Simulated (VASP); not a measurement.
# Ru (P6_3/mmc) in VASP: further runs, part 2 of 2

VASP 6.6.1. Earlier steps stand in the parts before.

### Step 3. Single point, r2SCAN, collinear spin, ferromagnetic start (11.92 Å³/atom)

This run uses another cell than the first one, of 11.92 Å³/atom.

File POSCAR:

```
Ru
1.0
    2.5791241976      0.0000000000      0.0000000000
   -1.2895620988      2.2335870746      0.0000000000
    0.0000000000      0.0000000000      8.2758337300
Ru
4
Direct
    1.0000000000      0.0000000000      0.0000000000
    1.0000000000      0.0000000000      0.5000000000
    0.3333333333      0.6666666667      0.2500000000
    0.6666666667      0.3333333333      0.7500000000
```

File INCAR.step1:

```
SYSTEM = Ru
ALGO = Normal ; EDIFF = 1E-4
ENCUT = 520 ; GGA = PE
ISMEAR = -1 ; ISPIN = 2
LASPH = .True. ; LCHARG = .False.
LMAXMIX = 4 ; LREAL = .False.
LWAVE = .True. ; MAGMOM = 1 1 1 1
NBANDS = 40 ; NELM = 150
PREC = Accurate ; SIGMA = 0.05
```

File INCAR.step2:

```
SYSTEM = Ru
ALGO = Normal ; EDIFF = 1E-6
ENCUT = 520 ; ISIF = 2
ISMEAR = -1 ; ISPIN = 2
ISTART = 1 ; LASPH = .True.
LCHARG = .False. ; LMAXMIX = 4
LMIXTAU = .True. ; LORBIT = 11
LREAL = .False. ; LWAVE = .False.
MAGMOM = 1 1 1 1 ; METAGGA = R2SCAN
NBANDS = 40 ; NELM = 150
PREC = Accurate ; SIGMA = 0.05
```

File KPOINTS:

```
k-points
0
Gamma
  18 18 5
  0 0 0
```

Potentials or basis: VASP PAW PBE potentials, release 64 (Ru_pv).

Command:

```bash
$ cat potpaw_PBE.64/Ru_pv/POTCAR > POTCAR
$ cp INCAR.step1 INCAR
$ mpirun -np 1 vasp_std > vasp.out
$ cp INCAR.step2 INCAR
$ mpirun -np 1 vasp_std > vasp.out
```

OUTCAR:

```text
SYSTEM = Ru
   EDIFF = 1E-6
   ENCUT = 520
   ISIF = 2
   ISMEAR = -1
   ISPIN = 2
   ISTART = 1
   LASPH = .True.
   LORBIT = 11
   LREAL = .False.
   METAGGA = R2SCAN
   NELM = 150
   PREC = Accurate

 ion  position               nearest neighbor table
   1  0.000  0.000  0.000-   3 2.55   4 2.55   3 2.55   4 2.55   4 2.55   3 2.55
   2  0.000  0.000  0.500-   3 2.55   4 2.55   3 2.55   4 2.55   4 2.55   3 2.55
   3  0.333  0.667  0.250-   1 2.55   2 2.55   1 2.55   2 2.55   1 2.55   2 2.55
   4  0.667  0.333  0.750-   1 2.55   2 2.55   1 2.55   2 2.55   1 2.55   2 2.55

  LATTYP: Found a hexagonal cell.
 ALAT       =     2.5791241976
 C/A-ratio  =     3.2087767381

  Lattice vectors:

 A1 = (   2.5791241976,   0.0000000000,   0.0000000000)
 A2 = (  -1.2895620988,   2.2335870746,   0.0000000000)
 A3 = (   0.0000000000,   0.0000000000,   8.2758337300)

Analysis of symmetry for initial positions (statically):
=====================================================================
 Subroutine PRICEL returns:
 Original cell was already a primitive cell.

 Routine SETGRP: Setting up the symmetry group for a
 hexagonal supercell.

 Subroutine GETGRP returns: Found 24 space group operations
 (whereof 12 operations were pure point group operations)
 out of a pool of 24 trial point group operations.

The static configuration has the point symmetry D_3d.
 The point group associated with its full space group is D_6h.

Analysis of symmetry for dynamics (positions and initial velocities):
=====================================================================
 Subroutine PRICEL returns:
 Original cell was already a primitive cell.

 Routine SETGRP: Setting up the symmetry group for a
 hexagonal supercell.

 Subroutine GETGRP returns: Found 24 space group operations
 (whereof 12 operations were pure point group operations)
 out of a pool of 24 trial point group operations.

The dynamic configuration has the point symmetry D_3d.
 The point group associated with its full space group is D_6h.

[... 167 lines left out ...]
 E-fermi :  15.2185     XC(G=0): -16.3471

 val. band max:       15.2130841672   @ k =   0.2222   0.2222   0.0000
 cond. band min:      15.2298443643   @ k =   0.3889   0.1111   0.0000
 fundamental gap:      0.0167601971
 Fermi energy:        15.2184847165

 spin component 1

 k-point     1 :       0.0000    0.0000    0.0000
  band No.  band energies     occupation
      1     -30.3943      1.00000
      2     -29.5522      1.00000
      3     -29.4835      1.00000
      4     -28.8731      1.00000
      5     -28.8731      1.00000
      6     -28.7696      1.00000
[... 1021 lines left out ...]
     39      23.8010      0.00000
     40      24.3592      0.00000

 [... further k-points ...]

 spin component 2

 k-point     1 :       0.0000    0.0000    0.0000
  band No.  band energies     occupation
      1     -30.3943      1.00000
      2     -29.5522      1.00000
      3     -29.4835      1.00000
      4     -28.8731      1.00000
      5     -28.8731      1.00000
      6     -28.7696      1.00000
[... 1021 lines left out ...]
     39      23.8010      0.00000
     40      24.3592      0.00000

 [... further k-points ...]

------------------------ aborting loop because EDIFF is reached ----------------------------------------

  FORCE on cell =-STRESS in cart. coord.  units (eV):
  Direction    XX          YY          ZZ          XY          YZ          ZX
  --------------------------------------------------------------------------------------
  -------------------------------------------------------------------------------------
  Total       17.5572603     17.5572603     18.7488794      0.0000000      0.0000000      0.0000000
  in kB      590.0386080    590.0386080    630.0847931      0.0000000      0.0000000      0.0000000
  external PRESSURE =     603.3873363 kB  Pullay stress =       0.0000000 kB

 VOLUME and BASIS-vectors are now :
 -----------------------------------------------------------------------------
  energy-cutoff  :      520.00
  volume of cell :       47.67
      direct lattice vectors                 reciprocal lattice vectors
     2.579124198  0.000000000  0.000000000     0.387728517  0.223855164  0.000000000
    -1.289562099  2.233587075  0.000000000     0.000000000  0.447710327  0.000000000
     0.000000000  0.000000000  8.275833730     0.000000000  0.000000000  0.120833747

 POSITION                                       TOTAL-FORCE (eV/Angst)
 -----------------------------------------------------------------------------------
      0.00000      0.00000      0.00000         0.000000      0.000000      0.000000
      0.00000      0.00000      4.13792         0.000000      0.000000      0.000000
     -0.00000      1.48906      2.06896        -0.000000     -0.000000     -0.000000
      1.28956      0.74453      6.20688         0.000000      0.000000      0.000000
 -----------------------------------------------------------------------------------
    total drift:                                0.000000     -0.000000      0.000000

  FREE ENERGIE OF THE ION-ELECTRON SYSTEM (eV)
  ---------------------------------------------------
  free  energy   TOTEN  =      -100.2610663447 eV

  energy  without entropy=     -100.2356706036  energy(sigma->0) =     -100.24836847

 total charge

# of ion       s       p       d       tot
------------------------------------------
    1        0.464   6.400   6.126  12.990
    2        0.464   6.400   6.126  12.990
    3        0.464   6.400   6.134  12.998
    4        0.464   6.400   6.134  12.998
--------------------------------------------------
tot          1.856  25.599  24.521  51.976

 magnetization (x)

# of ion       s       p       d       tot
------------------------------------------
    1        0.000  -0.000  -0.000  -0.000
    2        0.000  -0.000  -0.000  -0.000
    3        0.000  -0.000  -0.000  -0.000
    4        0.000  -0.000  -0.000  -0.000
--------------------------------------------------
tot          0.000  -0.000  -0.000  -0.000
```

Run time: 30 min. Hardware: 1 thread of Oxide Virtual Turin-like, shared host; peak memory 0.36 GiB.

Results:

| Item | Value |
| --- | --- |
| Free energy | -100.2611 eV |
| Pressure | 60.3 GPa |
| Band gap on the k mesh | zero (filled and empty bands overlap) |
| Net moment | 0.00 μB per cell |
| Valence electrons inside the program's atomic spheres | Ru 12.99, 13.00 (each value once) |

Levels at points of the mesh, in eV from the Fermi level:
Spin up:
| k point | band 26 | band 27 | band 28 | band 29 | band 30 | band 31 |
| --- | --- | --- | --- | --- | --- | --- |
| (0.00, 0.00, 0.00) | -2.68 | -2.68 | -1.03 | -1.03 | -0.11 | -0.11 |
| (0.50, 0.00, 0.00) | 1.91 | 2.04 | 2.08 | 2.25 | 2.27 | 2.53 |
Spin down:
| k point | band 25 | band 26 | band 27 | band 28 | band 29 | band 30 | band 31 | band 32 |
| --- | --- | --- | --- | --- | --- | --- | --- | --- |
| (0.00, 0.00, 0.00) | -2.81 | -2.68 | -2.68 | -1.03 | -1.03 | -0.11 | -0.11 | 0.78 |
| (0.50, 0.00, 0.00) | -1.17 | 1.91 | 2.04 | 2.08 | 2.25 | 2.27 | 2.53 | 2.64 |

Caveat: the cell stands under pressure; an empty level that is flat over the whole mesh can mark a ghost state of the potentials, or a narrow d or f band; the PAW data sets were made with another functional, which shifts forces and pressure a little.

### Step 4. Single point, r2SCAN, collinear spin, ferromagnetic start (14.09 Å³/atom)

This run uses another cell than the first one, of 14.09 Å³/atom.

File POSCAR:

```
Ru
1.0
    2.7268158629      0.0000000000      0.0000000000
   -1.3634079315      2.3614918087      0.0000000000
    0.0000000000      0.0000000000      8.7497433100
Ru
4
Direct
    1.0000000000      0.0000000000      0.0000000000
    1.0000000000      0.0000000000      0.5000000000
    0.3333333333      0.6666666667      0.2500000000
    0.6666666667      0.3333333333      0.7500000000
```

File INCAR.step1:

```
SYSTEM = Ru
PREC = Accurate
ENCUT = 520
ISMEAR = -1
SIGMA = 0.05
LREAL = .False.
LASPH = .True.
NELM = 150
ISPIN = 2
MAGMOM = 1 1 1 1
LMAXMIX = 4
NBANDS = 40
GGA = PE
ALGO = Normal
EDIFF = 1E-4
LWAVE = .True.
LCHARG = .False.
KPAR = 4
```

File INCAR.step2:

```
SYSTEM = Ru
PREC = Accurate
ENCUT = 520
EDIFF = 1E-6
ISMEAR = -1
SIGMA = 0.05
LREAL = .False.
LASPH = .True.
NELM = 150
ALGO = Normal
ISIF = 2
LWAVE = .False.
LCHARG = .True.
ISPIN = 2
MAGMOM = 1 1 1 1
LORBIT = 11
LMAXMIX = 4
METAGGA = R2SCAN
LMIXTAU = .True.
LVHAR = .True.
NBANDS = 40
ISTART = 1
KPAR = 4
```

File KPOINTS:

```
Automatic mesh
0
Gamma
  18 18 5
  0 0 0
```

Command:

```bash
$ cat potpaw_PBE.64/Ru_pv/POTCAR > POTCAR
$ cp INCAR.step1 INCAR
$ mpirun -np 4 vasp_std > vasp.out
$ cp INCAR.step2 INCAR
$ mpirun -np 4 vasp_std > vasp.out
```

Run time: 8.4 min. Hardware: 4 MPI ranks of Oxide Virtual Turin-like, shared host; peak memory 0.4 GiB.

The run converged. Its results:

```
Free energy                                           : -101.3189 eV
Pressure                                              : -10.7 GPa
Band gap on the k mesh                                : zero (filled and empty bands overlap)
Net moment                                            : 0.00 μB per cell
Valence electrons inside the program's atomic spheres : Ru 12.60, 12.61 (each value once)
```

Stress tensor (GPa, compression positive):
```
-11.04   0.00   0.00
  0.00 -11.04   0.00
  0.00   0.00 -10.12
```

Levels at points of the mesh, in eV from the Fermi level:
Spin up:
```
           k point  band 26  band 27  band 28  band 29  band 30  band 31
(0.00, 0.00, 0.00)    -2.08    -2.08    -0.79    -0.79    -0.07    -0.07
(0.50, 0.00, 0.00)     1.55     1.57     1.58     1.72     1.73     1.92
```
Spin down:
```tsv
k point	band 26	band 27	band 28	band 29	band 30	band 31
(0.00, 0.00, 0.00)	-2.08	-2.08	-0.79	-0.79	-0.07	-0.07
(0.50, 0.00, 0.00)	1.55	1.57	1.58	1.72	1.73	1.92
```

Caveat: the cell stands under tension; an empty level that is flat over the whole mesh can mark a ghost state of the potentials, or a narrow d or f band; the PAW data sets were made with another functional, which shifts forces and pressure a little.

### Step 5. Overview

| cell | gap on the mesh (eV) | pressure (GPa) | moment (μB) |
| --- | --- | --- | --- |
| a = 2.655, b = 2.655, c = 8.519 Å, angles 90.0, 90.0, 120.0°, 4 atoms | none | 16.8 | 0.00 |
| a = 2.579, b = 2.579, c = 8.276 Å, angles 90.0, 90.0, 120.0°, 4 atoms | none | 60.3 | 0.00 |
| a = 2.727, b = 2.727, c = 8.750 Å, angles 90.0, 90.0, 120.0°, 4 atoms | none | -10.7 | 0.00 |

Alike in all rows: task single point; level r2SCAN; potentials or basis VASP PAW PBE potentials, release 64 (Ru_pv); spin collinear, ferromagnetic start; k mesh 18 × 18 × 5; cutoff (eV) 520; smearing fermi-dirac 0.05 eV.

Caveats: an empty level that is flat over the whole mesh can mark a ghost state of the potentials, or a narrow d or f band; the PAW data sets were made with another functional, which shifts forces and pressure a little; the cell stands under pressure (at least some runs); the cell stands under tension (at least some runs).

Total energies depend on the potentials used, so only differences within one code and one set of settings carry meaning.
